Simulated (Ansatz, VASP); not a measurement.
# Eu in VASP and in Ansatz

```xyz
1
Lattice="-2.0544 2.0544 2.0544 2.0544 -2.0544 2.0544 2.0544 2.0544 -2.0544" Properties=species:S:1:pos:R:3 pbc="T T T"
Eu    0.0000    0.0000    0.0000
```

Alike in both runs: task single point; functional LDA; k mesh 2 × 2 × 2; occupations fermi-dirac, width 0.05 eV; collinear spin.

```csv
,VASP,Ansatz
version,VASP 6.6.1,Ansatz 0.2.0
potentials or method,"VASP PAW PBE potentials, release 64 (Eu), cutoff 520 eV","plane waves (420 eV) with PAW, scalar-relativistic"
valence electrons in the cell,17,17
```

|  | VASP | Ansatz | Ansatz less VASP |
| --- | --- | --- | --- |
| pressure (GPa) | -12.2 | -12.2 | -0.02 |
| net moment per atom (μB) | 6.75 | 6.75 | 0.000 |
| size of the moment on the site where the two differ most (μB) | 6.52 | 6.71 | +0.183 |

VASP's potentials were made for PBE, not for LDA, and Ansatz warns of the same on its side. LDA's correlation is that of Perdew and Zunger in VASP and of Perdew and Wang (1992) in Ansatz. Site moments also hang on the region over which each program counts them.

The k mesh is coarse, so the values compare programs but aren't converged. Neither program's run includes spin-orbit coupling.
